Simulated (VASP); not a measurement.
# GaO: relaxation of cell and atoms with PBE

Crystal: GaO.

```xyz
2
Lattice="3.0422 0.0000 0.0000 -1.5211 2.6346 0.0000 0.0000 0.0000 2.9587" Properties=species:S:1:pos:R:3 pbc="T T T"
Ga    0.0000    0.0000    0.0000
O     1.5211    0.8782    1.4793
```

The cell was generated, and may not be a known phase.

```yaml
Program: VASP 6.6.1
Task: relaxation of cell and atoms
Functional: PBE
Potentials_or_basis: VASP PAW PBE potentials, release 64 (Ga_d, O)
Cutoff: 600 eV
k_mesh: 24 × 24 × 18
Occupations: gaussian, width 0.1 eV
Spin: no spin polarisation
Dipole_correction: no
Further_INCAR_settings: ALGO = Normal; EDIFF = 1e-06; IBRION = 2; EDIFFG = -0.01; NSW = 100; ISIF = 3
```

The relaxed volume is 11.85 Å³/atom and the relaxed cell is a = 3.047 Å, b = 3.047 Å, c = 2.948 Å, α = 90.00°, β = 90.00°, γ = 120.00°. The space group after relaxing (to 0.1 Å) is P-6m2 (No. 187) and the energy gained by relaxing is 0.2 meV/atom. The ionic steps are 8. The pressure after relaxing is 0.0 GPa and the band gap on the k mesh is zero (an odd number of electrons rules out a gap without spin polarisation).

Stress tensor (GPa, compression positive):
```
 0.07  0.00  0.00
 0.00  0.07  0.00
 0.00  0.00 -0.06
```

The path:
```csv
step,energy change (eV),largest force (eV/Å),pressure (GPa),volume (Å³)
1,0.0000,0.0000,-0.10,23.71
2,-0.0003,0.0000,0.13,23.69
3,-0.0004,0.0000,0.18,23.69
4,-0.0004,0.0000,0.13,23.69
5,-0.0004,0.0000,0.18,23.68
6,-0.0004,0.0000,0.15,23.68
7,-0.0004,0.0000,-0.08,23.72
8,-0.0004,0.0000,0.02,23.71
```

Final structure:
```
Ga O
1.0
     3.04728    0.00000    0.00000
    -1.52364    2.63902    0.00000
     0.00000    0.00000    2.94818
Ga O
1 1
Direct
  0.00000 0.00000 0.00000
  0.66667 0.33333 0.50000
```

Levels at points of the mesh, in eV from the Fermi level:
```csv
k point,band 8,band 9,band 10,band 11,band 12,band 13
"(0.00, 0.00, 0.00)",-4.35,-3.40,-3.40,9.13,9.13,9.51
"(0.50, 0.00, 0.00)",-4.40,-3.40,-0.28,2.71,9.24,9.35
"(0.00, 0.00, 0.50)",-3.03,-3.03,1.67,1.99,11.01,11.01
"(0.50, 0.00, 0.50)",-6.43,-3.43,-2.26,4.50,5.49,6.97
```

Run time: 9.1 min on 1 thread of Intel Xeon 8259CL, with other jobs on the host, peak memory 0.36 GiB.

Caveat: an odd number of electrons without spin polarisation forces a metal; a magnetic or distorted state may lie lower.
